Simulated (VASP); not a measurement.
# GaN (F-43m) in VASP: notebook, part 2 of 2

VASP 6.6.1. Earlier steps stand in the parts before.

### Step 3. G0W0 quasiparticle levels, PBE

Contents of POSCAR:

```
GaN
1.0
    0.0000000000      2.2675000000      2.2675000000
    2.2675000000      0.0000000000      2.2675000000
    2.2675000000      2.2675000000      0.0000000000
Ga N
1 1
Direct
    0.0000000000      0.0000000000      0.0000000000
    0.2500000000      0.2500000000      0.2500000000
```

Contents of INCAR.step1:

```
  ALGO = Normal
  EDIFF = 1E-8
  ENCUT = 500
  GGA = PE
  ISMEAR = 0
  LASPH = True
  LCHARG = False
  LREAL = False
  LWAVE = True
  NELM = 80
  PREC = Accurate
  SIGMA = 0.01
```

Contents of INCAR.step2:

```
  ALGO = Exact
  EDIFF = 1E-8
  ENCUT = 500
  GGA = PE
  ISMEAR = 0
  ISTART = 1
  LASPH = True
  LCHARG = False
  LOPTICS = True
  LREAL = False
  LWAVE = True
  NBANDS = 235
  NELM = 1
  PREC = Accurate
  SIGMA = 0.01
```

Contents of INCAR.step3:

```
  ALGO = EVGW0
  EDIFF = 1E-8
  ENCUT = 500
  ENCUTGW = 180.0
  GGA = PE
  ISMEAR = 0
  ISTART = 1
  LASPH = True
  LCHARG = False
  LREAL = False
  LWAVE = False
  NBANDS = 235
  NBANDSGW = 17
  NELMGW = 1
  NOMEGA = 48
  PREC = Accurate
  PRECFOCK = Fast
  SIGMA = 0.01
```

Contents of KPOINTS:

```
k-points
0
Gamma
  2 2 2
```

Potentials or basis: VASP PAW PBE potentials, release 64 (Ga_d_GW, N_GW).

Run with:

```console
$ cat potpaw_PBE.64/Ga_d_GW/POTCAR potpaw_PBE.64/N_GW/POTCAR > POTCAR
$ cp INCAR.step1 INCAR
$ mpirun -np 1 vasp_std > vasp.out
$ cp INCAR.step2 INCAR
$ mpirun -np 1 vasp_std > vasp.out
$ cp INCAR.step3 INCAR
$ mpirun -np 1 vasp_std > vasp.out
```

OUTCAR:

```text
EDIFF = 1E-8
   ENCUT = 500
   ENCUTGW = 180.0
   GGA = PE
   ISMEAR = 0
   ISTART = 1
   LASPH = True
   LREAL = False
   NELMGW = 1
   PREC = Accurate
   PRECFOCK = Fast

 ion  position               nearest neighbor table
   1  0.000  0.000  0.000-   2 1.96   2 1.96   2 1.96   2 1.96
   2  0.250  0.250  0.250-   1 1.96   1 1.96   1 1.96   1 1.96

  LATTYP: Found a face centered cubic cell.
 ALAT       =     4.5350000000

  Lattice vectors:

 A1 = (   0.0000000000,   2.2675000000,   2.2675000000)
 A2 = (   2.2675000000,   0.0000000000,   2.2675000000)
 A3 = (   2.2675000000,   2.2675000000,   0.0000000000)

Analysis of symmetry for initial positions (statically):
=====================================================================
 Subroutine PRICEL returns:
 Original cell was already a primitive cell.

 Routine SETGRP: Setting up the symmetry group for a
 face centered cubic supercell.

 Subroutine GETGRP returns: Found 24 space group operations
 (whereof 24 operations were pure point group operations)
 out of a pool of 48 trial point group operations.

The static configuration has the point symmetry T_d .

Analysis of symmetry for dynamics (positions and initial velocities):
=====================================================================
 Subroutine PRICEL returns:
 Original cell was already a primitive cell.

 Routine SETGRP: Setting up the symmetry group for a
 face centered cubic supercell.

 Subroutine GETGRP returns: Found 24 space group operations
 (whereof 24 operations were pure point group operations)
 out of a pool of 48 trial point group operations.

The dynamic configuration has the point symmetry T_d .

 Subroutine INISYM returns: Found 24 space group operations
 (whereof 24 operations are pure point group operations),
 and found     1 'primitive' translations

----------------------------------------------------------------------------------------

                                     Primitive cell

  volume of cell :      23.3170

  direct lattice vectors                    reciprocal lattice vectors
     0.000000000  2.267500000  2.267500000    -0.220507166  0.220507166  0.220507166
     2.267500000  0.000000000  2.267500000     0.220507166 -0.220507166  0.220507166
     2.267500000  2.267500000  0.000000000     0.220507166  0.220507166 -0.220507166

  length of vectors
     3.206729253  3.206729253  3.206729253     0.381929616  0.381929616  0.381929616

  position of ions in fractional coordinates (direct lattice)
     0.000000000  0.000000000  0.000000000
     0.250000000  0.250000000  0.250000000

  ion indices of the primitive-cell ions
   primitive index   ion index
                 1           1
                 2           2

----------------------------------------------------------------------------------------

 KPOINTS: k-points

Automatic generation of k-mesh.
 Grid dimensions read from file:
 generate k-points for:    2    2    2

 Generating k-lattice:

  Cartesian coordinates                     Fractional coordinates (reciprocal lattice)
    -0.110253583  0.110253583  0.110253583     0.500000000  0.000000000  0.000000000
     0.110253583 -0.110253583  0.110253583     0.000000000  0.500000000  0.000000000
     0.110253583  0.110253583 -0.110253583     0.000000000  0.000000000  0.500000000

  Length of vectors
     0.190964808  0.190964808  0.190964808

  Shift w.r.t. Gamma in fractional coordinates (k-lattice)
     0.000000000  0.000000000  0.000000000

 Subroutine IBZKPT returns following result:
 ===========================================

 Found      3 irreducible k-points:

 Following reciprocal coordinates:
            Coordinates               Weight
  0.000000  0.000000  0.000000      1.000000
  0.500000  0.000000  0.000000      4.000000
  0.500000  0.500000  0.000000      3.000000
   k-points           NKPTS =      3   k-points in BZ     NKDIM =      8   number of bands    NBANDS=    235
   number of dos      NEDOS =    301   number of ions     NIONS =      2
   total plane-waves  NPLWV =  13824
   dimension x,y,z NGX =    24 NGY =   24 NGZ =   24
   dimension x,y,z NGXF=    48 NGYF=   48 NGZF=   48
   ions per type =               1   1
   NGX,Y,Z   is equivalent  to a cutoff of  12.44, 12.44, 12.44 a.u.
   NGXF,Y,Z  is equivalent  to a cutoff of  24.88, 24.88, 24.88 a.u.
 SYSTEM =  unknown system
   PREC   = accura    normal or accurate (medium, high low for compatibility)
   ISTART =      1    job   : 0-new  1-cont  2-samecut
   ICHARG =      0    charge: 1-file 2-atom 10-const
   ISPIN  =      1    spin polarized calculation?
   LNONCOLLINEAR =      F non collinear calculations
   LSORBIT =      F    spin-orbit coupling
   LASPH  =      T    aspherical Exc in radial PAW
   ENCUT  =  500.0 eV  36.75 Ry    6.06 a.u.   5.85  5.85  5.85*2*pi/ulx,y,z
   NELM   =     60;   NELMIN=  2; NELMDL=  0     # of ELM steps
   EDIFF  = 0.1E-07   stopping-criterion for ELM
   LREAL  =      F    real-space projection
   EDIFFG = 0.1E-06   stopping-criterion for IOM
   NSW    =      0    number of steps for IOM
   IBRION =     -1    ionic relax: 0-MD 1-quasi-New 2-CG
   NFREE  =      0    steps in history (QN), initial steepest desc. (CG)
   ISIF   =      0    stress and relaxation
   ISYM   =      3    0-nonsym 1-usesym 2-fastsym
   POTIM  = 0.5000    time-step for ionic-motion
   TEBEG  =    0.0;   TEEND  =   0.0 temperature during run
   PSTRESS=    0.0 pullay stress
   NELECT =      18.0000    total number of electrons
   NUPDOWN=      -1.0000    fix difference up-down
   EMIN   =  10.00;   EMAX   =-10.00  energy-range for DOS
   EFERMI =   0.00;   METHOD = LEGACY
   ISMEAR =     0;   SIGMA  =   0.01  broadening in eV -4-tet -1-fermi 0-gaus
   EFERMI_NEDOS =   21; number of points for ismear=-14 and -15
   IALGO  =     38    algorithm
   IMIX   =      4    mixing-type and parameters
     AMIX     =   0.40;   BMIX     =  1.00
     AMIX_MAG =   1.60;   BMIX_MAG =  1.00
  volume/ion in A,a.u.               =      11.66        78.68
  Fermi-wavevector in a.u.,A,eV,Ry     =   1.501787  2.837966 30.686097  2.255365
  Thomas-Fermi vector in A             =   2.613112
   LORBIT       =      0    0 simple, 1 ext, 2 COOP (PROOUT), +10 PAW based schemes
   GGA     = PE    functional components
   LHFCALC =     T    Hartree Fock is set to
   PRECFOCK=fast      Normal, Fast or Accurate (Low or Medium for compatibility)
   ENCUT4O =  -1.0   cutoff for four orbital integrals eV
   NKREDX  =     1    reduce k-point grid by
   NKREDY  =     1    reduce k-point grid by
   NKREDZ  =     1    reduce k-point grid by
   AEXX    =    1.0000 exact exchange contribution
   HFSCREEN=    0.0000 screening length (either q_TF or 0.3 A-1)
   HFSCREENC=   0.0000 screening length for correlation (either q_TF or 0.3 A-1)
   ENCUTFOCK=  -1.0 apply spherical cutoff to Coloumb kernel
   IVDW    =     0    specifies the selected vdW correction
   LEPSILON=     F    determine dielectric tensor
   LRPA    =     F    only Hartree local field effects (RPA)
   LRPAFORCE           =     F    calculate RPA forces
   ENCUTGW             = 180.0    cutoff for response function in eV
   ENCUTGWSOFT         = 144.0    soft cutoff for Coulomb kernel in GW response function in eV
   ENCUTLF             =  -1.0    cutoff for local field effects
   NELMGW              =     1    number of iterations in solving QP/BSE equation
   NELMHF              =     1    number of iterations in the inner HF iteration
   NKREDLFX            =     1    NKREDLFY  =   1   NKREDLFZ  =   1
 non-spin polarized calculation
 Gauss-broadening in eV      SIGMA  =   0.01
  energy-cutoff  :      500.00
  volume of cell :       23.32
 maximum number of plane-waves:       609
 NGX is ok and might be reduce to    24
  NGX = 14; NGY = 14; NGZ = 14
   NGX = 11   NGY = 11   NGZ = 11
 maximum number of plane-waves:       137
 NGX is ok and might be reduce to    14

 QP shifts <psi_nk| G(iteration)W_0 |psi_nk>: iteration 1
 for sc-GW calculations column KS-energies equals QP-energies in previous step
 and V_xc(KS)=  KS-energies - (<T + V_ion + V_H > + <T+V_H+V_ion>^1  + <V_x>^1)

 k-point   1 :       0.0000    0.0000    0.0000
  band No.  KS-energies  QP-energies   sigma(KS)   V_xc(KS)     V^pw_x(r,r')   Z            occupation Imag(sigma)

      1     -10.4150     -11.5906     -16.5492     -14.6737     -24.1658       0.6268       2.0000       0.7391
      2      -8.6384     -11.0781     -24.9183     -21.5324     -34.9646       0.7206       2.0000       0.3039
      3      -8.6384     -11.0781     -24.9183     -21.5324     -34.9646       0.7206       2.0000       0.3039
      4      -8.6384     -11.0781     -24.9183     -21.5324     -34.9646       0.7206       2.0000       0.3039
      5      -8.3650     -10.8634     -25.2568     -21.8045     -35.2438       0.7237       2.0000       0.2391
      6      -8.3650     -10.8634     -25.2568     -21.8045     -35.2438       0.7237       2.0000       0.2391
[... 9 lines left out ...]
     16      23.6540      23.4576      -9.5492      -9.2901      -2.7771       0.7577       0.0000      -0.6245
     17      23.6540      23.4576      -9.5492      -9.2901      -2.7771       0.7577       0.0000      -0.6245

 k-point   2 :       0.5000    0.0000    0.0000
  band No.  KS-energies  QP-energies   sigma(KS)   V_xc(KS)     V^pw_x(r,r')   Z            occupation Imag(sigma)

      1      -9.7662     -11.6377     -21.4510     -18.7518     -30.4173       0.6933       2.0000       0.5783
      2      -8.5626     -11.0150     -24.9983     -21.5955     -35.0218       0.7207       2.0000       0.2883
      3      -8.5626     -11.0150     -24.9983     -21.5955     -35.0218       0.7207       2.0000       0.2883
      4      -8.3184     -10.8168     -25.3304     -21.8816     -35.3654       0.7244       2.0000       0.2473
      5      -8.3184     -10.8168     -25.3304     -21.8816     -35.3654       0.7244       2.0000       0.2473
      6      -6.8028      -8.6774     -21.7690     -19.2156     -30.1659       0.7342       2.0000       0.5988
[... 9 lines left out ...]
     16      24.4757      24.6563     -11.6285     -11.8653      -4.3424       0.7626       0.0000      -0.6667
     17      27.8606      28.1467     -11.6111     -11.9744      -4.1605       0.7874       0.0000      -0.7904

 k-point   3 :       0.5000    0.5000    0.0000
  band No.  KS-energies  QP-energies   sigma(KS)   V_xc(KS)     V^pw_x(r,r')   Z            occupation Imag(sigma)

      1      -9.6724     -11.6959     -22.4766     -19.5832     -31.7360       0.6994       2.0000       0.5321
      2      -8.5678     -11.0204     -24.7571     -21.3635     -34.6342       0.7227       2.0000       0.2680
      3      -8.3666     -10.8614     -25.3226     -21.8882     -35.4240       0.7264       2.0000       0.2833
      4      -8.3666     -10.8614     -25.3226     -21.8882     -35.4240       0.7264       2.0000       0.2833
      5      -8.2936     -10.7930     -25.3404     -21.8941     -35.3608       0.7253       2.0000       0.2374
      6      -6.2689      -7.9773     -20.9949     -18.6820     -28.9400       0.7386       2.0000       0.6492
[... 9 lines left out ...]
     16      29.4732      29.8313     -10.8884     -11.3718      -4.1848       0.7407       0.0000      -0.3998
     17      30.3250      30.6496     -11.2010     -11.6190      -4.2334       0.7766       0.0000      -0.5122
```

It took 17 s on 1 thread of Intel Xeon 6975P-C, shared host; peak memory 0.18 GiB.

Results:

```
Band gap on the k mesh, mean-field level : 1.36 eV, direct
Quasiparticle gap                        : 2.09 eV
Least direct quasiparticle gap           : 2.09 eV
```

Levels at points of the mesh, in eV from the valence-band top:
| k point | band 5 | band 6 | band 7 | band 8 | band 9 | band 10 | band 11 | band 12 | band 13 |
| --- | --- | --- | --- | --- | --- | --- | --- | --- | --- |
| (0.00, 0.00, 0.00) | -13.89 | -13.89 | 0.00 | 0.00 | 0.00 | 1.36 | 9.61 | 9.61 | 9.61 |
| (0.50, 0.00, 0.00) | -13.85 | -12.33 | -7.26 | -1.00 | -1.00 | 4.13 | 8.52 | 9.71 | 9.71 |
| (0.50, 0.50, 0.00) | -13.82 | -11.80 | -6.39 | -2.79 | -2.79 | 2.86 | 6.12 | 11.50 | 13.48 |

Caveat: the k points lie up to 1.20 Å⁻¹ apart; bands, screening cutoff and mesh are small and nothing is extrapolated, so the quasiparticle values aren't converged.
